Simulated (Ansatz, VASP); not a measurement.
# MgS in VASP and in Ansatz

```
CELL_PARAMETERS angstrom
0.00000 2.61511 2.61511
2.61511 0.00000 2.61511
2.61511 2.61511 0.00000
ATOMIC_POSITIONS crystal
Mg 0.00000 0.00000 0.00000
S 0.50000 0.50000 0.50000
```

Alike in both runs: functional PBE; k mesh 6 × 6 × 6; occupations gaussian, width 0.02 eV; no spin polarisation.

Ansatz relaxed the structure, and its values are those at the end. VASP's run is a single point on that final structure, the one shown.

|  | VASP | Ansatz |
| --- | --- | --- |
| version | VASP 6.6.1 | Ansatz 0.2.0 |
| potentials or method | VASP PAW PBE potentials, release 64 (Mg, S), cutoff 600 eV | scalar-relativistic, plane waves, PAW |
| valence electrons in the cell | 8 | 16 |

|  | VASP | Ansatz | Ansatz less VASP |
| --- | --- | --- | --- |
| gap on the k mesh at the Fermi level (eV) | 2.74 | 2.75 | +0.015 |
| least direct gap on the mesh (eV) | 3.59 | 3.60 | +0.012 |
| pressure (GPa) | -0.3 | 0.0 | +0.27 |

VASP's potentials hold 8 valence electrons a cell and Ansatz's 16, so a difference there can come from the potentials and not from the codes.
